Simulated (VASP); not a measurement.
# Hf (P6_3/mmc) in VASP: notebook, part 3 of 3

VASP 6.6.1. The steps go on from the part before.

## 5. Electric field gradients, PBE

This run uses another cell than the first one, of 22.38 Å³/atom, 1.063 times its volume.

INCAR reads:

```
  ALGO = Normal
  EDIFF = 1E-8
  ENCUT = 520
  GGA = PE
  ISIF = 2
  ISMEAR = -1
  LASPH = True
  LCHARG = False
  LEFG = True
  LREAL = False
  LWAVE = False
  NBANDS = 17
  NELM = 80
  PREC = Accurate
  SIGMA = 0.05
```

KPOINTS reads:

```
k-points
0
Gamma
  13 13 7
```

POSCAR reads:

```
Hf
1.0
    3.1966985242      0.0000000000      0.0000000000
   -1.5983492621      2.7684221302      0.0000000000
    0.0000000000      0.0000000000      5.0578000000
Hf
2
Direct
    0.3333333333      0.6666666667      0.2500000000
    0.6666666667      0.3333333333      0.7500000000
```

Potentials or basis: VASP PAW PBE potentials, release 64 (Hf_pv).

Run with:

```console
$ cat potpaw_PBE.64/Hf_pv/POTCAR > POTCAR
$ mpirun -np 1 vasp_std > vasp.out
```

OUTCAR:

```text
EDIFF = 1E-8
   ENCUT = 520
   GGA = PE
   ISIF = 2
   ISMEAR = -1
   LASPH = True
   LREAL = False
   NELM = 80
   PREC = Accurate

 ion  position               nearest neighbor table
   1  0.333  0.667  0.250-   2 3.13   2 3.13   2 3.13   2 3.13   2 3.13   2 3.13
   2  0.667  0.333  0.750-   1 3.13   1 3.13   1 3.13   1 3.13   1 3.13   1 3.13

  LATTYP: Found a hexagonal cell.
 ALAT       =     3.1966985242
 C/A-ratio  =     1.5821948681

  Lattice vectors:

 A1 = (   3.1966985242,   0.0000000000,   0.0000000000)
 A2 = (  -1.5983492621,   2.7684221302,   0.0000000000)
 A3 = (   0.0000000000,   0.0000000000,   5.0578000000)

Analysis of symmetry for initial positions (statically):
=====================================================================
 Subroutine PRICEL returns:
 Original cell was already a primitive cell.

 Routine SETGRP: Setting up the symmetry group for a
 hexagonal supercell.

 Subroutine GETGRP returns: Found 24 space group operations
 (whereof 12 operations were pure point group operations)
 out of a pool of 24 trial point group operations.

The static configuration has the point symmetry D_3d.
 The point group associated with its full space group is D_6h.

Analysis of symmetry for dynamics (positions and initial velocities):
=====================================================================
 Subroutine PRICEL returns:
 Original cell was already a primitive cell.

 Routine SETGRP: Setting up the symmetry group for a
 hexagonal supercell.

 Subroutine GETGRP returns: Found 24 space group operations
 (whereof 12 operations were pure point group operations)
[... 161 lines left out ...]
      2     -25.4175      2.00000
      3     -25.4175      2.00000
      4     -25.2945      2.00000
      5     -25.2899      2.00000
      6     -25.2899      2.00000
[... 457 lines left out ...]
      4     -25.4506      2.00000
      5     -25.3321      2.00000
      6     -25.3147      2.00000
[... 9 lines left out ...]
     16       7.7295      0.00000
     17      10.6707      0.00000

 [... further k-points ...]

------------------------ aborting loop because EDIFF is reached ----------------------------------------

  FORCE on cell =-STRESS in cart. coord.  units (eV):
  Direction    XX          YY          ZZ          XY          YZ          ZX
  --------------------------------------------------------------------------------------
  -------------------------------------------------------------------------------------
  Total        0.1172553      0.1172553      0.0550384      0.0000000      0.0000000      0.0000000
  in kB        4.1970834      4.1970834      1.9700655      0.0000000      0.0000000      0.0000000
  external PRESSURE =       3.4547441 kB  Pullay stress =       0.0000000 kB

 VOLUME and BASIS-vectors are now :
 -----------------------------------------------------------------------------
  energy-cutoff  :      520.00
  volume of cell :       44.76
      direct lattice vectors                 reciprocal lattice vectors
     3.196698524  0.000000000  0.000000000     0.312822743  0.180608295  0.000000000
    -1.598349262  2.768422130  0.000000000     0.000000000  0.361216589  0.000000000
     0.000000000  0.000000000  5.057800000     0.000000000  0.000000000  0.197714421

 POSITION                                       TOTAL-FORCE (eV/Angst)
 -----------------------------------------------------------------------------------
     -0.00000      1.84561      1.26445         0.000000      0.000000      0.000000
      1.59835      0.92281      3.79335        -0.000000     -0.000000      0.000000
 -----------------------------------------------------------------------------------
    total drift:                               -0.000000      0.000000     -0.000000

  FREE ENERGIE OF THE ION-ELECTRON SYSTEM (eV)
  ---------------------------------------------------
  free  energy   TOTEN  =       -19.8558360448 eV

  energy  without entropy=      -19.8428586080  energy(sigma->0) =      -19.84934733

 Electric field gradients (V/A^2)
---------------------------------------------------------------------
 ion       V_xx      V_yy      V_zz      V_xy      V_xz      V_yz
---------------------------------------------------------------------
   1     -40.985   -40.984    81.969     0.000     0.000    -0.000
   2     -40.985   -40.984    81.969     0.000    -0.000     0.000
---------------------------------------------------------------------

 Electric field gradients after diagonalization (V/A^2)
 (convention: |V_zz| > |V_xx| > |V_yy|)
----------------------------------------------------------------------
 ion       V_xx      V_yy      V_zz     asymmetry (V_yy - V_xx)/ V_zz
----------------------------------------------------------------------
   1     -40.985   -40.984    81.969       0.000
   2     -40.985   -40.984    81.969       0.000
----------------------------------------------------------------------

           NMR quadrupolar parameters

 Cq : quadrupolar parameter    Cq=e*Q*V_zz/h
 eta: asymmetry parameters     (V_yy - V_xx)/ V_zz
 Q  : nuclear electric quadrupole moment in mb (millibarn)
----------------------------------------------------------------------
 ion       Cq(MHz)       eta       Q (mb)
----------------------------------------------------------------------
   1       0.198       0.000       1.000
   2       0.198       0.000       1.000
----------------------------------------------------------------------
```

stdout:

```text
POSCAR found type information on POSCAR Hf
 POSCAR found :  1 types and       2 ions
 scaLAPACK will be used
 LDA part: xc-table for (Slater+PW92), standard interpolation
 POSCAR, INCAR and KPOINTS ok, starting setup
 FFT: planning ... GRIDC
 FFT: planning ... GRID_SOFT
 FFT: planning ... GRID
 WAVECAR not read
 entering main loop
ion   1

ion   2
```

Run time: 20 s. Hardware: 1 thread of Intel Xeon 6975P-C (Granite Rapids), shared host; peak memory 0.19 GiB.

What came out:

```
Free energy            : -19.8558 eV
Pressure               : 0.3 GPa
Band gap on the k mesh : zero (band 10 reaches 6.10 eV, above the bottom of band 11 at 4.52 eV)
```

Stress tensor (GPa, compression positive):
```
0.42 0.00 0.00
0.00 0.42 0.00
0.00 0.00 0.20
```

Electric field gradients, principal values (V/Å²):
```tsv
atom	least	middle	greatest (by size)
1 Hf	-40.984	-40.985	81.969
2 Hf	-40.984	-40.985	81.969
```

Caveat: without QUAD_EFG the Cq values of the log hold for a quadrupole moment of 1 mb, not for the nuclei; spin-orbit coupling is left out, which moves the levels of the heavy elements.

## 6. Summary

```csv
cell,gap on the mesh (eV),pressure (GPa)
"a = 3.132, b = 3.132, c = 4.955 Å, angles 90.0, 90.0, 120.0°, 2 atoms",none,7.8
"a = 3.164, b = 3.164, c = 5.007 Å, angles 90.0, 90.0, 120.0°, 2 atoms",none,3.9
"a = 3.197, b = 3.197, c = 5.058 Å, angles 90.0, 90.0, 120.0°, 2 atoms",none,0.3
```

Alike in all rows: task electric field gradients; level PBE; potentials or basis VASP PAW PBE potentials, release 64 (Hf_pv); no spin polarisation; k mesh 13 × 13 × 7; cutoff (eV) 520; smearing fermi-dirac 0.05 eV.

Caveats: spin-orbit coupling is left out, which moves the levels of the heavy elements.

Absolute energies hang on the potentials; compare differences alone.
